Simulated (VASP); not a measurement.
## AlNi3: single point with PBE

AlNi3:

```
Al Ni
1.0
     0.00000    2.99674    2.99674
     2.99674    0.00000    2.99674
     2.99674    2.99674    0.00000
Al Ni
1 3
Direct
  0.50000 0.50000 0.50000
  0.25000 0.25000 0.25000
  0.00000 0.00000 0.00000
  0.75000 0.75000 0.75000
```

```json
{
  "Program": "VASP 6.6.1",
  "Task": "single point",
  "Functional": "PBE",
  "Potentials or basis": "VASP PAW PBE potentials, release 64 (Al, Ni)",
  "Cutoff": "520 eV",
  "k mesh": "14 × 14 × 14",
  "Occupations": "gaussian, width 0.15 eV",
  "Spin": "collinear spin, ferromagnetic start",
  "Starting moments": "[0.0, 1.0, 1.0, 1.0] μB",
  "Fixed moment": "3 μB",
  "Dipole correction": "no",
  "Further INCAR settings": "ALGO = Normal; EDIFF = 1e-07; NBANDS = 28"
}
```

The pressure is -15.7 GPa, the net moment is 3.00 μB per cell and the site moments are Al +0.04; Ni +0.88, +1.01 (each value once) μB. The valence electrons inside the program's atomic spheres are Al 0.74; Ni 9.12, 9.04 (each value once).

Run time: 2.2 min on 1 thread of AMD EPYC 9R45 96-Core Processor (Zen 5), with other jobs on the host, peak memory 0.33 GiB.

Caveat: the cell stands under tension; the total moment is fixed, so each spin has its own Fermi level and the state may be an excited one.
